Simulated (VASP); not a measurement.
Runs of VASP 6.6.1 on Ge. The structure is that of space group P6_3/mmc (No. 194), or close to it. The cells are those of the table. This isn't the form of Ge at room conditions, which is diamond.

```csv
cell,gap on the mesh (eV),pressure (GPa),largest force (eV/Å)
"a = 2.991, b = 2.991, c = 4.728 Å, angles 90.0, 90.0, 120.3°, 2 atoms",none,0.4,0.01
"a = 3.069, b = 3.069, c = 4.850 Å, angles 90.0, 90.0, 120.3°, 2 atoms",none,-4.3,0.01
"a = 3.106, b = 3.106, c = 4.910 Å, angles 90.0, 90.0, 120.3°, 2 atoms",none,(b),0.01
"a = 2.951, b = 2.951, c = 4.664 Å, angles 90.0, 90.0, 120.3°, 2 atoms",none,3.7,0.01
"a = 2.909, b = 2.909, c = 4.598 Å, angles 90.0, 90.0, 120.3°, 2 atoms",none,(a),0.01
```

Alike in all rows: task single point; level PBEsol; potentials or basis VASP PAW PBE potentials, release 64 (Ge_d); no spin polarisation; k mesh 11 × 11 × 6; cutoff (eV) 520; smearing methfessel-paxton 0.15 eV.

Question: Estimate the missing entries.

Answer: (a) 8.0; (b) -6.1.

Caveats: the PAW data sets were made with another functional, which shifts forces and pressure a little; the stress differs along the axes, from -2 to 5 GPa (at least some runs); the stress differs along the axes, from -7 to -0 GPa (at least some runs); the stress differs along the axes, from -8 to -2 GPa (at least some runs); the stress differs along the axes, from 1 to 9 GPa (at least some runs); the stress differs along the axes, from 5 to 14 GPa (at least some runs).

A k mesh can miss the band edges, and the runs leave out spin-orbit coupling on Ge.

A gap of «none» marks levels without a gap at the run's occupations.
